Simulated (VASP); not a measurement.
Runs of VASP 6.6.1 on Ti. The structure is that of space group P6_3/mmc (No. 194), or close to it. The cells are those of the table. 

```csv
cell,further INCAR settings,gap on the mesh (eV),pressure (GPa)
"a = 2.994, b = 2.994, c = 4.756 Å, angles 90.0, 90.0, 120.0°, 2 atoms",ALGO = Fast; EDIFF = 1e-06; NBANDS = 19,none,-6.3
"a = 3.038, b = 3.038, c = 4.616 Å, angles 90.0, 90.0, 120.0°, 2 atoms",ALGO = Fast; EDIFF = 1e-07; NBANDS = 19,none,(a)
"a = 3.038, b = 3.038, c = 4.827 Å, angles 90.0, 90.0, 120.0°, 2 atoms",ALGO = Fast; EDIFF = 1e-06; NBANDS = 19,none,-9.7
"a = 2.994, b = 2.994, c = 4.827 Å, angles 90.0, 90.0, 120.0°, 2 atoms",ALGO = Fast; EDIFF = 1e-06; NBANDS = 19,none,(b)
"a = 3.038, b = 3.038, c = 4.756 Å, angles 90.0, 90.0, 120.0°, 2 atoms",ALGO = Fast; EDIFF = 1e-06; NBANDS = 19,none,-8.7
"a = 3.038, b = 3.038, c = 4.686 Å, angles 90.0, 90.0, 120.0°, 2 atoms",ALGO = Fast; EDIFF = 1e-06; NBANDS = 19,none,-7.5
"a = 3.038, b = 3.038, c = 4.545 Å, angles 90.0, 90.0, 120.0°, 2 atoms",ALGO = Fast; EDIFF = 1e-06; NBANDS = 19,none,-4.7
```

Alike in all rows: task single point; level PBE; potentials or basis VASP PAW PBE potentials, release 64 (Ti_sv); no spin polarisation; k mesh 18 × 18 × 10; cutoff (eV) 520; smearing gaussian 0.15 eV.

Question: Fill in the values left out.

Answer: (a) -6.0; (b) -7.4.

Caveats: the cell stands under tension.

A gap of «none» marks levels without a gap at the run's occupations.
